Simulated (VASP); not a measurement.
# NbH (I4/mmm) in VASP: single point with r2SCAN

Aim: the single point of NbH with r2SCAN.

Everything below comes from runs of VASP 6.6.1. Logs are shortened: lines on timing, memory, paths and dates and some standing lists are left out, and cuts for length are marked.

**1. The cell of the first run**

Symmetry: I4/mmm, No. 139, tetragonal system. The conventional cell has a = 3.209 Å, b = 3.209 Å, c = 3.914 Å, α = 90.00°, β = 90.00°, γ = 90.00°. Within 2.6 Å of Nb (site symmetry 4/mmm) lie 6 H at 1.96 to 2.27 Å. H (site symmetry 4/mmm) has 6 Nb at 1.96 to 2.27 Å within 2.6 Å.

**2. Single point, r2SCAN**

The input, POSCAR:

```
NbH
1.0
   -1.6042900925      1.6042900925      1.9568524027
    1.6042900925     -1.6042900925      1.9568524027
    1.6042900925      1.6042900925     -1.9568524027
Nb H
1 1
Direct
    0.0000000000      0.0000000000      0.0000000000
    0.5000000000      0.5000000000      0.0000000000
```

The input, INCAR.step1:

```
PREC = Accurate
ENCUT = 520
ISMEAR = 0
SIGMA = 0.1
LREAL = F
LASPH = T
NELM = 100
NBANDS = 14
GGA = PE
ALGO = Normal
EDIFF = 1E-4
LWAVE = T
LCHARG = F
```

The input, INCAR.step2:

```
PREC = Accurate
ENCUT = 520
EDIFF = 1E-6
ISMEAR = 0
SIGMA = 0.1
LREAL = F
LASPH = T
NELM = 100
ALGO = Normal
ISIF = 2
LWAVE = F
LCHARG = F
METAGGA = R2SCAN
LMIXTAU = T
NBANDS = 14
ISTART = 1
```

The input, KPOINTS:

```
regular mesh
0
Gamma
  24 24 24
```

Potentials or basis: VASP PAW PBE potentials, release 64 (Nb_sv, H).

Started as:

```console
$ cat potpaw_PBE.64/Nb_sv/POTCAR potpaw_PBE.64/H/POTCAR > POTCAR
$ cp INCAR.step1 INCAR
$ mpirun -np 1 vasp_std > vasp.out
$ cp INCAR.step2 INCAR
$ mpirun -np 1 vasp_std > vasp.out
```

OUTCAR:

```text
PREC = Accurate
   ENCUT = 520
   EDIFF = 1E-6
   ISMEAR = 0
   LREAL = F
   LASPH = T
   NELM = 100
   ISIF = 2
   METAGGA = R2SCAN
   ISTART = 1

 ion  position               nearest neighbor table
   1  0.000  0.000  0.000-   2 1.96   2 1.96
   2  0.500  0.500  0.000-   1 1.96   1 1.96

  LATTYP: Found a body centered tetragonal cell.
 ALAT       =     3.2085801850
 C/A-ratio  =     1.2197621938

  Lattice vectors:

 A1 = (  -1.6042900925,   1.6042900925,   1.9568524027)
 A2 = (   1.6042900925,  -1.6042900925,   1.9568524027)
 A3 = (   1.6042900925,   1.6042900925,  -1.9568524027)

Analysis of symmetry for initial positions (statically):
=====================================================================
 Subroutine PRICEL returns:
 Original cell was already a primitive cell.

 Routine SETGRP: Setting up the symmetry group for a
 body centered tetragonal supercell.

 Subroutine GETGRP returns: Found 16 space group operations
 (whereof 16 operations were pure point group operations)
 out of a pool of 16 trial point group operations.

The static configuration has the point symmetry D_4h.

Analysis of symmetry for dynamics (positions and initial velocities):
=====================================================================
 Subroutine PRICEL returns:
 Original cell was already a primitive cell.

 Routine SETGRP: Setting up the symmetry group for a
 body centered tetragonal supercell.

 Subroutine GETGRP returns: Found 16 space group operations
 (whereof 16 operations were pure point group operations)
 out of a pool of 16 trial point group operations.

The dynamic configuration has the point symmetry D_4h.

 Subroutine INISYM returns: Found 16 space group operations
 (whereof 16 operations are pure point group operations),
 and found     1 'primitive' translations

----------------------------------------------------------------------------------------

                                     Primitive cell

  volume of cell :      20.1458

  direct lattice vectors                    reciprocal lattice vectors
    -1.604290093  1.604290093  1.956852403     0.000000000  0.311664332  0.255512372
     1.604290093 -1.604290093  1.956852403     0.311664332  0.000000000  0.255512372
     1.604290093  1.604290093 -1.956852403     0.311664332  0.311664332  0.000000000

  length of vectors
     2.996124952  2.996124952  2.996124952     0.403015171  0.403015171  0.440759925

  position of ions in fractional coordinates (direct lattice)
     0.000000000  0.000000000  0.000000000
     0.500000000  0.500000000  0.000000000

  ion indices of the primitive-cell ions
   primitive index   ion index
                 1           1
                 2           2

----------------------------------------------------------------------------------------

 KPOINTS: regular mesh

Automatic generation of k-mesh.
 Grid dimensions read from file:
 generate k-points for:   24   24   24

 Generating k-lattice:

  Cartesian coordinates                     Fractional coordinates (reciprocal lattice)
     0.000000000  0.012986014  0.010646349     0.041666667  0.000000000  0.000000000
     0.012986014  0.000000000  0.010646349     0.000000000  0.041666667  0.000000000
     0.012986014  0.012986014  0.000000000     0.000000000  0.000000000  0.041666667

  Length of vectors
     0.016792299  0.016792299  0.018364997

  Shift w.r.t. Gamma in fractional coordinates (k-lattice)
     0.000000000  0.000000000  0.000000000

 Subroutine IBZKPT returns following result:
 ===========================================

 Found   1063 irreducible k-points:

 Following reciprocal coordinates:
            Coordinates               Weight
  0.000000  0.000000  0.000000      1.000000
  0.041667  0.000000  0.000000      8.000000
  0.083333 -0.000000  0.000000      8.000000
  0.125000 -0.000000  0.000000      8.000000
  0.166667 -0.000000  0.000000      8.000000
  0.208333  0.000000  0.000000      8.000000
[... 16 lines left out ...]
  0.416667  0.041667  0.000000     16.000000
  0.458333  0.041667  0.000000     16.000000
 [... further k-points ...]
   k-points           NKPTS =   1063   k-points in BZ     NKDIM =   1063   number of bands    NBANDS=     14
   number of dos      NEDOS =    301   number of ions     NIONS =      2
   total plane-waves  NPLWV =  13824
   dimension x,y,z NGX =    24 NGY =   24 NGZ =   24
   dimension x,y,z NGXF=    48 NGYF=   48 NGZF=   48
   ions per type =               1   1
   NGX,Y,Z   is equivalent  to a cutoff of  13.32, 13.32, 13.32 a.u.
   NGXF,Y,Z  is equivalent  to a cutoff of  26.63, 26.63, 26.63 a.u.
 SYSTEM =  unknown system
   PREC   = accura    normal or accurate (medium, high low for compatibility)
   ISTART =      1    job   : 0-new  1-cont  2-samecut
   ICHARG =      0    charge: 1-file 2-atom 10-const
   ISPIN  =      1    spin polarized calculation?
   LNONCOLLINEAR =      F non collinear calculations
   LSORBIT =      F    spin-orbit coupling
   LASPH  =      T    aspherical Exc in radial PAW
   ENCUT  =  520.0 eV  38.22 Ry    6.18 a.u.   5.57  5.57  5.57*2*pi/ulx,y,z
   NELM   =    100;   NELMIN=  2; NELMDL=  0     # of ELM steps
   EDIFF  = 0.1E-05   stopping-criterion for ELM
   LREAL  =      F    real-space projection
   EDIFFG = 0.1E-04   stopping-criterion for IOM
   NSW    =      0    number of steps for IOM
   IBRION =     -1    ionic relax: 0-MD 1-quasi-New 2-CG
   NFREE  =      0    steps in history (QN), initial steepest desc. (CG)
   ISIF   =      2    stress and relaxation
   ISYM   =      2    0-nonsym 1-usesym 2-fastsym
   POTIM  = 0.5000    time-step for ionic-motion
   TEBEG  =    0.0;   TEEND  =   0.0 temperature during run
   PSTRESS=    0.0 pullay stress
   NELECT =      14.0000    total number of electrons
   NUPDOWN=      -1.0000    fix difference up-down
   EMIN   =  10.00;   EMAX   =-10.00  energy-range for DOS
   EFERMI =   0.00;   METHOD = LEGACY
   ISMEAR =     0;   SIGMA  =   0.10  broadening in eV -4-tet -1-fermi 0-gaus
   EFERMI_NEDOS =   21; number of points for ismear=-14 and -15
   IALGO  =     38    algorithm
   IMIX   =      4    mixing-type and parameters
     AMIX     =   0.40;   BMIX     =  1.00
     AMIX_MAG =   1.60;   BMIX_MAG =  1.00
  volume/ion in A,a.u.               =      10.07        67.98
  Fermi-wavevector in a.u.,A,eV,Ry     =   1.450072  2.740239 28.609089  2.102709
  Thomas-Fermi vector in A             =   2.567726
   LORBIT       =      0    0 simple, 1 ext, 2 COOP (PROOUT), +10 PAW based schemes
   METAGGA = R2SCAN    functional components
   LHFCALC =     F    Hartree Fock is set to
   AEXX    =    0.0000 exact exchange contribution
   IVDW    =     0    specifies the selected vdW correction
   LEPSILON=     F    determine dielectric tensor
   LRPA    =     F    only Hartree local field effects (RPA)
 non-spin polarized calculation
 Gauss-broadening in eV      SIGMA  =   0.10
  energy-cutoff  :      520.00
  volume of cell :       20.15
 maximum number of plane-waves:       557
   NGX = 11   NGY = 11   NGZ = 11

 number of electron      13.9999999 magnetization

 Free energy of the ion-electron system (eV)
  ---------------------------------------------------
  ext. energy  EPLUGINS =         0.00000000
  ---------------------------------------------------
  free energy    TOTEN  =       -28.64732953 eV

  energy without entropy =      -28.64335550  energy(sigma->0) =      -28.64534252

 E-fermi :  11.3907     XC(G=0): -13.5440

 val. band max:       11.3851793824   @ k =  -0.1667   0.5000   0.1250
 cond. band min:      11.3946645482   @ k =  -0.1250  -0.4167   0.0833
 fundamental gap:      0.0094851658
 Fermi energy:        11.3906882545

 k-point     1 :       0.0000    0.0000    0.0000
  band No.  band energies     occupation
      1     -45.7011      2.00000
      2     -20.5110      2.00000
      3     -20.4797      2.00000
      4     -20.4797      2.00000
      5       1.0127      2.00000
      6      10.4526      2.00000
      7      10.4526      2.00000
      8      12.1636      0.00000
      9      12.3117      0.00000
     10      13.3913      0.00000
     11      21.8971      0.00000
     12      23.0968      0.00000
     13      24.2496      0.00000
     14      24.2496      0.00000

 k-point     2 :       0.0417    0.0000    0.0000
  band No.  band energies     occupation
      1     -45.6983      2.00000
      2     -20.5236      2.00000
      3     -20.4883      2.00000
      4     -20.4839      2.00000
      5       1.0711      2.00000
      6      10.4397      2.00000
      7      10.4769      2.00000
      8      12.1410      0.00000
      9      12.2963      0.00000
     10      13.3541      0.00000
     11      21.5799      0.00000
     12      23.2238      0.00000
     13      24.3674      0.00000
     14      24.5133      0.00000

 k-point     3 :       0.0833   -0.0000    0.0000
  band No.  band energies     occupation
      1     -45.6898      2.00000
      2     -20.5770      2.00000
      3     -20.4964      2.00000
      4     -20.4960      2.00000
      5       1.2436      2.00000
      6      10.3863      2.00000
      7      10.5356      2.00000
      8      12.0827      0.00000
      9      12.2694      0.00000
     10      13.2673      0.00000
     11      20.8775      0.00000
     12      23.5823      0.00000
     13      24.7129      0.00000
     14      25.1159      0.00000

 k-point     4 :       0.1250   -0.0000    0.0000
  band No.  band energies     occupation
      1     -45.6763      2.00000
      2     -20.6693      2.00000
      3     -20.5153      2.00000
      4     -20.5010      2.00000
      5       1.5228      2.00000
      6      10.2543      2.00000
      7      10.5864      2.00000
      8      12.0183      0.00000
      9      12.2881      0.00000
     10      13.1868      0.00000
     11      20.0680      0.00000
     12      24.1217      0.00000
     13      25.2652      0.00000
     14      25.8832      0.00000

 k-point     5 :       0.1667   -0.0000    0.0000
  band No.  band energies     occupation
      1     -45.6587      2.00000
      2     -20.7894      2.00000
      3     -20.5403      2.00000
      4     -20.5055      2.00000
      5       1.8963      2.00000
      6      10.0094      2.00000
      7      10.5721      2.00000
      8      11.9814      0.00000
      9      12.4262      0.00000
     10      13.1641      0.00000
     11      19.2814      0.00000
[... 276 lines left out ...]
 k-point    22 :       0.3750    0.0417    0.0000
  band No.  band energies     occupation
      1     -45.5471      2.00000
      2     -21.4939      2.00000
      3     -20.7024      2.00000
      4     -20.5326      2.00000
      5       4.8265      2.00000
      6       7.6722      2.00000
      7       9.7283      2.00000
      8      11.6684      0.00009
      9      14.1402      0.00000
     10      15.1377      0.00000
     11      17.9221      0.00000
     12      22.6584      0.00000
     13      28.0310      0.00000
     14      29.9631      0.00000

 k-point    23 :       0.4167    0.0417    0.0000
  band No.  band energies     occupation
      1     -45.5354      2.00000
      2     -21.5636      2.00000
      3     -20.7175      2.00000
      4     -20.5369      2.00000
      5       5.3551      2.00000
      6       7.1958      2.00000
      7       9.6375      2.00000
      8      11.5590      0.01732
      9      14.4206      0.00000
     10      15.5436      0.00000
     11      18.3788      0.00000
     12      21.5841      0.00000
     13      27.3557      0.00000
     14      29.2883      0.00000

 k-point    24 :       0.4583    0.0417    0.0000
  band No.  band energies     occupation
      1     -45.5291      2.00000
      2     -21.6007      2.00000
      3     -20.7250      2.00000
      4     -20.5401      2.00000
      5       5.8006      2.00000
      6       6.7627      2.00000
      7       9.5883      2.00000
      8      11.5087      0.09515
      9      14.6241      0.00000
     10      15.7662      0.00000
     11      18.8776      0.00000
     12      20.7295      0.00000
     13      27.0016      0.00000
     14      28.8854      0.00000

 [... further k-points ...]

------------------------ aborting loop because EDIFF is reached ----------------------------------------

  FORCE on cell =-STRESS in cart. coord.  units (eV):
  Direction    XX          YY          ZZ          XY          YZ          ZX
  --------------------------------------------------------------------------------------
  -------------------------------------------------------------------------------------
  Total       -0.0393006     -0.0393006     -0.0283172      0.0000000     -0.0000000     -0.0000000
  in kB       -3.1255458     -3.1255458     -2.2520431      0.0000000     -0.0000000     -0.0000000
  external PRESSURE =      -2.8343783 kB  Pullay stress =       0.0000000 kB

 VOLUME and BASIS-vectors are now :
 -----------------------------------------------------------------------------
  energy-cutoff  :      520.00
  volume of cell :       20.15
      direct lattice vectors                 reciprocal lattice vectors
    -1.604290093  1.604290093  1.956852403     0.000000000  0.311664332  0.255512372
     1.604290093 -1.604290093  1.956852403     0.311664332  0.000000000  0.255512372
     1.604290093  1.604290093 -1.956852403     0.311664332  0.311664332  0.000000000

 POSITION                                       TOTAL-FORCE (eV/Angst)
 -----------------------------------------------------------------------------------
      0.00000      0.00000      0.00000         0.000000     -0.000000      0.000000
      0.00000      0.00000      1.95685        -0.000000      0.000000     -0.000000
 -----------------------------------------------------------------------------------
    total drift:                               -0.000000      0.000000     -0.000000

  FREE ENERGIE OF THE ION-ELECTRON SYSTEM (eV)
  ---------------------------------------------------
  free  energy   TOTEN  =       -28.6473295318 eV

  energy  without entropy=      -28.6433555045  energy(sigma->0) =      -28.64534252
```

Run time: 7.7 min. Hardware: 1 thread of Intel Xeon Platinum 8559C (Emerald Rapids), shared host; peak memory 0.39 GiB.

Results:

```yaml
Free_energy: -28.6473 eV
Pressure: -0.3 GPa
Band_gap_on_the_k_mesh: zero (bands 7 and 8 overlap by 4.54 eV)
```

Caveat: the PAW data sets were made with another functional, which shifts forces and pressure a little.
